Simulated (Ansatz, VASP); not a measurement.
Sn in VASP and in Ansatz

```
Sn
1.0
     0.00000    3.24560    3.31051
     3.24560    0.00000    3.31051
     3.24560    3.24560    0.00000
Sn
2
Direct
  0.50000 0.50000 0.50000
  0.75000 0.75000 0.75000
```

Change from the starting cell: zz strain of +2 %.

Alike in both runs: task single point; functional PBEsol; k mesh 11 × 11 × 11; occupations fermi-dirac, width 0.05 eV; no spin polarisation.

|  | VASP | Ansatz |
| --- | --- | --- |
| version | VASP 6.6.1 | Ansatz 0.2.0 |
| potentials or method | VASP PAW PBE potentials, release 64 (Sn_d), cutoff 520 eV | all-electron LAPW, scalar-relativistic |

```csv
,VASP,Ansatz,Ansatz less VASP
pressure (GPa),0.1,0.1,+0.07
"traceless stress, the component that is largest in VASP (GPa)",-0.39,-0.39,0.000
```

VASP's potentials were made for PBE, not for PBEsol. Ansatz ran all-electron here, and VASP with PAW potentials.
